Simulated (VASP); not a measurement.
Set up this calculation in VASP 6.6.1, as the native input.

| Quantity | Value |
| --- | --- |
| Task | relaxation of cell and atoms |
| Functional | LDA |
| Potentials or basis | VASP PAW LDA potentials, release 64 (Li_sv) |
| Cutoff | 600 eV |
| k mesh | 20 × 20 × 20 |
| Occupations | methfessel-paxton, width 0.1 eV |
| Spin | no spin polarisation |
| Dipole correction | no |
| Further INCAR settings | ALGO = Normal; EDIFF = 1e-06; IBRION = 2; EDIFFG = -0.005; NSW = 80; ISIF = 3 |

The structure of Li lies in POSCAR:

```
Li
1.0
    3.4500000000      0.0000000000      0.0000000000
    0.0000000000      3.4500000000      0.0000000000
    0.0000000000      0.0000000000      3.4500000000
Li
2
Direct
    0.0000000000      0.0000000000      0.0000000000
    0.5000000000      0.5000000000      0.5000000000
```

These files were run (other wordings do the same):

INCAR

```
PREC = Accurate
ENCUT = 600
EDIFF = 1E-6
ISMEAR = 1
SIGMA = 0.1
LREAL = F
LASPH = T
NELM = 100
ALGO = Normal
ISIF = 3
LWAVE = F
LCHARG = F
GGA = CA
IBRION = 2
NSW = 80
EDIFFG = -0.005
```

KPOINTS

```
regular mesh
0
Gamma
  20 20 20
```

Potentials or basis: VASP PAW LDA potentials, release 64 (Li_sv).

The run is started by

```sh
$ cat potpaw_LDA.64/Li_sv/POTCAR > POTCAR
$ mpirun -np 1 vasp_std > vasp.out
```

It gave:

| Item | Value |
| --- | --- |
| Relaxed volume | 18.72 Å³/atom |
| Relaxed cell | a = 3.345 Å, b = 3.345 Å, c = 3.345 Å, α = 90.00°, β = 90.00°, γ = 90.00° |
| Space group after relaxing (to 0.05 Å) | Im-3m (No. 229) |
| Energy gained by relaxing | 6.9 meV/atom |
| Ionic steps | 4 |
| Pressure after relaxing | 0.0 GPa |
| Band gap on the k mesh | zero (band 3 reaches 4.35 eV, above the bottom of band 4 at -0.31 eV) |

Caveat: the cutoff is under 1.25 times the usual one of these potentials, so pressure, stress and relaxed cells hold a basis-set (Pulay) error.

It took 4 min on 1 thread of Oxide Virtual Turin-like Processor, with other jobs on the host, peak memory 0.16 GiB.
